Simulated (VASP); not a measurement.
A run of VASP 6.6.1:

The input INCAR:

```
ALGO = Normal
EDIFF = 1E-6
ENCUT = 520
GGA = PS
ISIF = 2
ISMEAR = -1
LASPH = True
LCHARG = True
LELF = True
LREAL = Auto
LVHAR = True
LWAVE = False
NBANDS = 86
NELM = 60
PREC = Accurate
SIGMA = 0.24
```

Contents of KPOINTS:

```
k-points
0
Gamma
  3 3 3
```

File POSCAR:

```
WC
1.0
   -2.9530380000     -5.1148120000      0.0000000000
    4.4295570000     -2.5574060000      0.0000000000
    0.0000000000      0.0000000000      5.7734360000
W C
8 8
Direct
    0.7695203707      0.5285230321      0.0073959424
    0.7532739480      0.5300860995      0.5095059510
    0.5090066988      0.0273427171      0.0508189577
    0.5203108002      0.0090748499      0.4958572330
    0.2709738371      0.4730260922     -0.0046765912
    0.2372195400      0.5336918152      0.5108223249
   -0.0160596014      0.0255500464     -0.0128173240
    0.0028880143      0.0347728714      0.5014345010
    0.4760652094      0.6734620762      0.2520163036
    0.5135422724      0.6783544822      0.7304142628
    0.2483891710      0.1706948710      0.2735459439
    0.3020769934      0.1582200750      0.7813717862
    0.0314053699      0.6998761390      0.2474955988
   -0.0016363979      0.6890458018      0.7563780044
    0.7600921163      0.1839644242      0.2614734103
    0.7270130128      0.1653883341      0.7218231916
```

Potentials or basis: VASP PAW PBE potentials, release 64 (W_sv, C).

The run is started by

```bash
$ cat potpaw_PBE.64/W_sv/POTCAR potpaw_PBE.64/C/POTCAR > POTCAR
$ mpirun -np 1 vasp_std > vasp.out
```

Hardware: 1 thread of Intel Xeon 6975P-C, with other jobs on the host.

Estimate the wall time of this run.

Run time: 8.7 min on 1 thread of Intel Xeon 6975P-C (shared host), peak memory 0.37 GiB. Counts: scf iterations 16, k points 14.
